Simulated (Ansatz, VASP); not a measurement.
# One calculation of AlP, two programs

```
Al P
1.0
     0.00000    2.75340    2.75340
     2.75340    0.00000    2.75340
     2.75340    2.75340    0.00000
Al P
1 1
Direct
  0.00000 0.00000 0.00000
  0.25000 0.25000 0.25000
```

Alike in both runs: functional PBE; k mesh 8 × 8 × 8; occupations gaussian, width 0.02 eV; no spin polarisation.

Ansatz relaxed the structure, and its values are those at the end. VASP's run is a single point on that final structure, the one shown.

|  | VASP | Ansatz |
| --- | --- | --- |
| version | VASP 6.6.1 | Ansatz 0.2.0 |
| potentials or method | VASP PAW PBE potentials, release 64 (Al, P), cutoff 500 eV | scalar-relativistic, plane waves, PAW |
| valence electrons in the cell | 8 | 8 |

|  | VASP | Ansatz | Ansatz less VASP |
| --- | --- | --- | --- |
| gap on the k mesh at the Fermi level (eV) | 1.63 | 1.63 | +0.002 |
| least direct gap on the mesh (eV) | 3.09 | 3.09 | +0.002 |
| pressure (GPa) | 0.0 | 0.0 | +0.09 |
